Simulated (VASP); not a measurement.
H2C2O3, 21 atoms in the cell. The cell holds a disordered packing, 21 atoms: a = 7.133 Å, b = 7.133 Å, c = 7.133 Å, α = 90.00°, β = 90.00°, γ = 90.00°. 

```yaml
Program: VASP 6.6.1
Task: single point
Functional: PBEsol
Potentials_or_basis: VASP PAW PBE potentials, release 64 (O, C, H)
Cutoff: 520 eV
k_mesh: 1 × 1 × 1
Occupations: fermi-dirac, width 0.02 eV
Spin: no spin polarisation
Dipole_correction: no
Further_INCAR_settings: LREAL = Auto; ALGO = Normal; EDIFF = 1e-06; NBANDS = 58
```

Potentials or basis: VASP PAW PBE potentials, release 64 (O, C, H).

Launch:

```sh
$ cat potpaw_PBE.64/O/POTCAR potpaw_PBE.64/C/POTCAR potpaw_PBE.64/H/POTCAR > POTCAR
$ mpirun -np 1 vasp_gam > vasp.out
```

Hardware: 1 thread of Intel(R) Xeon(R) 6975P-C (Granite Rapids), with other jobs on the host.

Problem. Estimate the wall time of this run.

Solution. Run time: 25 s on 1 thread of Intel(R) Xeon(R) 6975P-C (Granite Rapids), with other jobs on the host, peak memory 0.35 GiB. Counts: scf iterations 17, k points 1.
